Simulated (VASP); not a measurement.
# As (Pm-3n) in VASP: further runs

The runs below take As through single point, relaxation of cell and atoms, with PBEsol.

Program: VASP 6.6.1. These are calculated values, not measurements. Logs are shortened: lines on timing, memory, paths and dates and some standing lists are left out, and cuts for length are marked.

**1. The cell of the first run**

Symmetry: Pm-3n, No. 223, cubic system. Conventional cell: a = 5.314 Å, b = 5.314 Å, c = 5.314 Å, α = 90.00°, β = 90.00°, γ = 90.00°. Within 3.9 Å of As (site symmetry m-3) lie 12 As at 2.97 Å. Within 3.5 Å of As (site symmetry -4m2) lie 14 As at 2.66 to 3.25 Å.

**2. Single point, PBEsol**

File INCAR:

```
  PREC = Accurate
  ENCUT = 520
  EDIFF = 1E-7
  ISMEAR = -1
  SIGMA = 0.1
  LREAL = F
  LASPH = T
  NELM = 100
  ALGO = Normal
  ISIF = 2
  LWAVE = F
  LCHARG = F
  GGA = PS
  NBANDS = 30
```

File KPOINTS:

```
Automatic mesh
0
Gamma
  5 5 5
```

File POSCAR:

```
As
1.0
    5.3139215491      0.0000000000      0.0000000000
    0.0000000000      5.3139215491      0.0000000000
    0.0000000000      0.0000000000      5.3139215491
As
8
Direct
    1.0000000000      0.0000000000      1.0000000000
    0.5000000000      0.5000000000      0.5000000000
    0.2500000000      1.0000000000      0.5000000000
    0.7500000000      0.0000000000      0.5000000000
    0.5000000000      0.2500000000      1.0000000000
    0.5000000000      0.7500000000      1.0000000000
    0.0000000000      0.5000000000      0.2500000000
    0.0000000000      0.5000000000      0.7500000000
```

Potentials or basis: VASP PAW PBE potentials, release 64 (As).

The run is started by

```
$ cat potpaw_PBE.64/As/POTCAR > POTCAR
$ mpirun -np 1 vasp_std > vasp.out
```

OUTCAR:

```text
PREC = Accurate
   ENCUT = 520
   EDIFF = 1E-7
   ISMEAR = -1
   LREAL = F
   LASPH = T
   NELM = 100
   ISIF = 2
   GGA = PS

 ion  position               nearest neighbor table
   1  0.000  0.000  0.000-
   2  0.500  0.500  0.500-
   3  0.250  0.000  0.500-   4 2.66   4 2.66
   4  0.750  0.000  0.500-   3 2.66   3 2.66
   5  0.500  0.250  0.000-   6 2.66   6 2.66
   6  0.500  0.750  0.000-   5 2.66   5 2.66
   7  0.000  0.500  0.250-   8 2.66   8 2.66
   8  0.000  0.500  0.750-   7 2.66   7 2.66

  LATTYP: Found a simple cubic cell.
 ALAT       =     5.3139215491

  Lattice vectors:

 A1 = (   5.3139215491,   0.0000000000,   0.0000000000)
 A2 = (   0.0000000000,   5.3139215491,   0.0000000000)
 A3 = (   0.0000000000,   0.0000000000,   5.3139215491)

Analysis of symmetry for initial positions (statically):
=====================================================================
 Subroutine PRICEL returns:
 Original cell was already a primitive cell.

 Routine SETGRP: Setting up the symmetry group for a
 simple cubic supercell.

 Subroutine GETGRP returns: Found 48 space group operations
 (whereof 24 operations were pure point group operations)
 out of a pool of 48 trial point group operations.

The static configuration has the point symmetry T_h .
 The point group associated with its full space group is O_h .

Analysis of symmetry for dynamics (positions and initial velocities):
=====================================================================
 Subroutine PRICEL returns:
 Original cell was already a primitive cell.

 Routine SETGRP: Setting up the symmetry group for a
 simple cubic supercell.

 Subroutine GETGRP returns: Found 48 space group operations
 (whereof 24 operations were pure point group operations)
 out of a pool of 48 trial point group operations.

The dynamic configuration has the point symmetry T_h .
 The point group associated with its full space group is O_h .

 Subroutine INISYM returns: Found 48 space group operations
 (whereof 24 operations are pure point group operations),
 and found     1 'primitive' translations

----------------------------------------------------------------------------------------

                                     Primitive cell

  volume of cell :     150.0533

  direct lattice vectors                    reciprocal lattice vectors
     5.313921549  0.000000000  0.000000000     0.188184939  0.000000000  0.000000000
     0.000000000  5.313921549  0.000000000     0.000000000  0.188184939  0.000000000
     0.000000000  0.000000000  5.313921549     0.000000000  0.000000000  0.188184939

  length of vectors
     5.313921549  5.313921549  5.313921549     0.188184939  0.188184939  0.188184939

  position of ions in fractional coordinates (direct lattice)
     0.000000000  0.000000000  0.000000000
     0.500000000  0.500000000  0.500000000
     0.250000000  0.000000000  0.500000000
     0.750000000  0.000000000  0.500000000
     0.500000000  0.250000000  0.000000000
     0.500000000  0.750000000  0.000000000
     0.000000000  0.500000000  0.250000000
     0.000000000  0.500000000  0.750000000

  ion indices of the primitive-cell ions
   primitive index   ion index
                 1           1
                 2           2
                 3           3
                 4           4
                 5           5
                 6           6
                 7           7
                 8           8

----------------------------------------------------------------------------------------

 KPOINTS: Automatic mesh

Automatic generation of k-mesh.
 Grid dimensions read from file:
 generate k-points for:    5    5    5

 Generating k-lattice:

  Cartesian coordinates                     Fractional coordinates (reciprocal lattice)
     0.037636988  0.000000000  0.000000000     0.200000000  0.000000000  0.000000000
     0.000000000  0.037636988  0.000000000     0.000000000  0.200000000  0.000000000
     0.000000000  0.000000000  0.037636988     0.000000000  0.000000000  0.200000000

  Length of vectors
     0.037636988  0.037636988  0.037636988

  Shift w.r.t. Gamma in fractional coordinates (k-lattice)
     0.000000000  0.000000000  0.000000000

 Subroutine IBZKPT returns following result:
 ===========================================

 Found     10 irreducible k-points:

 Following reciprocal coordinates:
            Coordinates               Weight
  0.000000  0.000000  0.000000      1.000000
  0.200000  0.000000  0.000000      6.000000
  0.400000  0.000000  0.000000      6.000000
  0.200000  0.200000  0.000000     12.000000
  0.400000  0.200000  0.000000     24.000000
  0.400000  0.400000  0.000000     12.000000
  0.200000  0.200000  0.200000      8.000000
  0.400000  0.200000  0.200000     24.000000
  0.400000  0.400000  0.200000     24.000000
  0.400000  0.400000  0.400000      8.000000
   k-points           NKPTS =     10   k-points in BZ     NKDIM =     10   number of bands    NBANDS=     30
   number of dos      NEDOS =    301   number of ions     NIONS =      8
   total plane-waves  NPLWV =  64000
   dimension x,y,z NGX =    40 NGY =   40 NGZ =   40
   dimension x,y,z NGXF=    80 NGYF=   80 NGZF=   80
   ions per type =               8
   NGX,Y,Z   is equivalent  to a cutoff of  12.51, 12.51, 12.51 a.u.
   NGXF,Y,Z  is equivalent  to a cutoff of  25.03, 25.03, 25.03 a.u.
 SYSTEM =  unknown system
   PREC   = accura    normal or accurate (medium, high low for compatibility)
   ISTART =      0    job   : 0-new  1-cont  2-samecut
   ICHARG =      2    charge: 1-file 2-atom 10-const
   ISPIN  =      1    spin polarized calculation?
   LNONCOLLINEAR =      F non collinear calculations
   LSORBIT =      F    spin-orbit coupling
   LASPH  =      T    aspherical Exc in radial PAW
   ENCUT  =  520.0 eV  38.22 Ry    6.18 a.u.   9.88  9.88  9.88*2*pi/ulx,y,z
   NELM   =    100;   NELMIN=  2; NELMDL= -5     # of ELM steps
   EDIFF  = 0.1E-06   stopping-criterion for ELM
   LREAL  =      F    real-space projection
   EDIFFG = 0.1E-05   stopping-criterion for IOM
   NSW    =      0    number of steps for IOM
   IBRION =     -1    ionic relax: 0-MD 1-quasi-New 2-CG
   NFREE  =      0    steps in history (QN), initial steepest desc. (CG)
   ISIF   =      2    stress and relaxation
   ISYM   =      2    0-nonsym 1-usesym 2-fastsym
   POTIM  = 0.5000    time-step for ionic-motion
   TEBEG  =    0.0;   TEEND  =   0.0 temperature during run
   PSTRESS=    0.0 pullay stress
   NELECT =      40.0000    total number of electrons
   NUPDOWN=      -1.0000    fix difference up-down
   EMIN   =  10.00;   EMAX   =-10.00  energy-range for DOS
   EFERMI =   0.00;   METHOD = LEGACY
   ISMEAR =    -1;   SIGMA  =   0.10  broadening in eV -4-tet -1-fermi 0-gaus
   EFERMI_NEDOS =   21; number of points for ismear=-14 and -15
   IALGO  =     38    algorithm
   IMIX   =      4    mixing-type and parameters
     AMIX     =   0.40;   BMIX     =  1.00
     AMIX_MAG =   1.60;   BMIX_MAG =  1.00
  volume/ion in A,a.u.               =      18.76       126.58
  Fermi-wavevector in a.u.,A,eV,Ry     =   1.053610  1.991033 15.103733  1.110093
  Thomas-Fermi vector in A             =   2.188738
   LORBIT       =      0    0 simple, 1 ext, 2 COOP (PROOUT), +10 PAW based schemes
   GGA     = PS    functional components
   LHFCALC =     F    Hartree Fock is set to
   AEXX    =    0.0000 exact exchange contribution
   IVDW    =     0    specifies the selected vdW correction
   LEPSILON=     F    determine dielectric tensor
   LRPA    =     F    only Hartree local field effects (RPA)
 non-spin polarized calculation
  energy-cutoff  :      520.00
  volume of cell :      150.05
 maximum number of plane-waves:      4052
 NGX is ok and might be reduce to    40
   NGX = 19   NGY = 19   NGZ = 19

 number of electron      40.0000006 magnetization

 Free energy of the ion-electron system (eV)
  ---------------------------------------------------
  ext. energy  EPLUGINS =         0.00000000
  ---------------------------------------------------
  free energy    TOTEN  =       -36.74660240 eV

  energy without entropy =      -36.58930146  energy(sigma->0) =      -36.66795193

 E-fermi :   6.4479     XC(G=0): -10.9274

 val. band max:        6.3825113475   @ k =   0.4000   0.2000   0.0000
 cond. band min:       6.5160046305   @ k =   0.4000   0.2000   0.0000
 fundamental gap:      0.1334932829
 Fermi energy:         6.4478646538

 k-point     1 :       0.0000    0.0000    0.0000
  band No.  band energies     occupation
      1      -8.7602      2.00000
      2      -5.0660      2.00000
      3      -5.0660      2.00000
      4      -4.7093      2.00000
      5      -2.9481      2.00000
      6      -2.9481      2.00000
[... 22 lines left out ...]
     29      10.3178      0.00000
     30      13.0197      0.00000

 k-point     2 :       0.2000    0.0000    0.0000
  band No.  band energies     occupation
      1      -8.5615      2.00000
      2      -5.8066      2.00000
      3      -4.8981      2.00000
      4      -4.6704      2.00000
      5      -2.8468      2.00000
      6      -2.8468      2.00000
[... 22 lines left out ...]
     29      10.3914      0.00000
     30      11.8515      0.00000

 k-point     3 :       0.4000    0.0000    0.0000
  band No.  band energies     occupation
      1      -7.9714      2.00000
      2      -7.0164      2.00000
      3      -4.4617      2.00000
      4      -4.3226      2.00000
      5      -3.1550      2.00000
      6      -3.0298      2.00000
[... 220 lines left out ...]
     29       9.2139      0.00000
     30       9.7231      0.00000

 k-point    10 :       0.4000    0.4000    0.4000
  band No.  band energies     occupation
      1      -6.4179      2.00000
      2      -5.5199      2.00000
      3      -5.5199      2.00000
      4      -5.4489      2.00000
      5      -4.6088      2.00000
      6      -4.6088      2.00000
[... 22 lines left out ...]
     29       8.2399      0.00000
     30       8.7182      0.00000

------------------------ aborting loop because EDIFF is reached ----------------------------------------

  FORCE on cell =-STRESS in cart. coord.  units (eV):
  Direction    XX          YY          ZZ          XY          YZ          ZX
  --------------------------------------------------------------------------------------
  -------------------------------------------------------------------------------------
  Total        0.2103013      0.2103013      0.2103013     -0.0000000      0.0000000      0.0000000
  in kB        2.2454695      2.2454695      2.2454695     -0.0000000      0.0000000      0.0000000
  external PRESSURE =       2.2454695 kB  Pullay stress =       0.0000000 kB

 VOLUME and BASIS-vectors are now :
 -----------------------------------------------------------------------------
  energy-cutoff  :      520.00
  volume of cell :      150.05
      direct lattice vectors                 reciprocal lattice vectors
     5.313921549  0.000000000  0.000000000     0.188184939  0.000000000  0.000000000
     0.000000000  5.313921549  0.000000000     0.000000000  0.188184939  0.000000000
     0.000000000  0.000000000  5.313921549     0.000000000  0.000000000  0.188184939

 POSITION                                       TOTAL-FORCE (eV/Angst)
 -----------------------------------------------------------------------------------
      0.00000      0.00000      0.00000        -0.000000     -0.000000     -0.000000
      2.65696      2.65696      2.65696        -0.000000     -0.000000     -0.000000
      1.32848      0.00000      2.65696         0.000000      0.000000     -0.000000
      3.98544      0.00000      2.65696        -0.000000      0.000000      0.000000
      2.65696      1.32848      0.00000         0.000000      0.000000     -0.000000
      2.65696      3.98544      0.00000        -0.000000     -0.000000      0.000000
      0.00000      2.65696      1.32848        -0.000000      0.000000     -0.000000
      0.00000      2.65696      3.98544         0.000000     -0.000000     -0.000000
 -----------------------------------------------------------------------------------
    total drift:                                0.000000      0.000000      0.000000

  FREE ENERGIE OF THE ION-ELECTRON SYSTEM (eV)
  ---------------------------------------------------
  free  energy   TOTEN  =       -36.7466023959 eV

  energy  without entropy=      -36.5893014562  energy(sigma->0) =      -36.66795193
```

Run time: 31 s. Hardware: 1 thread of AMD EPYC 7R13 (Zen 3), shared host; peak memory 0.21 GiB.

What came out:

| Item | Value |
| --- | --- |
| Free energy | -36.7466 eV |
| Pressure | 0.2 GPa |
| Band gap on the k mesh | zero (bands 20 and 21 overlap by 0.67 eV) |

Levels at points of the mesh, in eV from the Fermi level:
| k point | band 17 | band 18 | band 19 | band 20 | band 21 | band 22 | band 23 | band 24 |
| --- | --- | --- | --- | --- | --- | --- | --- | --- |
| (0.00, 0.00, 0.00) | -2.41 | -1.86 | -1.86 | -1.86 | 1.12 | 1.12 | 1.12 | 1.55 |

Caveat: the PAW data sets were made with another functional, which shifts forces and pressure a little.

**3. Single point, PBEsol**

File INCAR:

```
PREC     = Accurate       # precision mode
ENCUT    = 520            # plane-wave cutoff, eV
EDIFF    = 1E-7           # SCF threshold, eV
ISMEAR   = -1             # smearing method
SIGMA    = 0.1            # smearing width, eV
LREAL    = F              # projectors in reciprocal space
LASPH    = T              # aspherical terms in the spheres
NELM     = 100            # most SCF steps
ALGO     = Normal         # electronic algorithm
ISIF     = 2              # what is computed and relaxed
LWAVE    = F              # write WAVECAR
LCHARG   = F              # write CHGCAR
GGA      = PS             # functional
NBANDS   = 30             # bands
```

File KPOINTS:

```
Automatic mesh
0
Gamma
  7 7 7
```

POSCAR is that of step 2.

Potentials or basis: VASP PAW PBE potentials, release 64 (As).

The run is started by

```
$ cat potpaw_PBE.64/As/POTCAR > POTCAR
$ mpirun -np 1 vasp_std > vasp.out
```

Wall time 54 s (1 thread of AMD EPYC 7R13 (Zen 3), shared host); peak memory 0.22 GiB.

Results (log left out):

- Free energy: -36.7342 eV
- Pressure: 0.0 GPa
- Band gap on the k mesh: zero (bands 20 and 21 overlap by 0.70 eV)

Levels at points of the mesh, in eV from the Fermi level:
| k point | band 18 | band 19 | band 20 | band 21 | band 22 | band 23 |
| --- | --- | --- | --- | --- | --- | --- |
| (0.00, 0.00, 0.00) | -2.07 | -2.07 | -2.07 | 0.92 | 0.92 | 0.92 |

Caveat: the PAW data sets were made with another functional, which shifts forces and pressure a little.

(Continued in part 2 of 2.)

The gap in the log of VASP goes by the Fermi energy; the results here count the filled bands.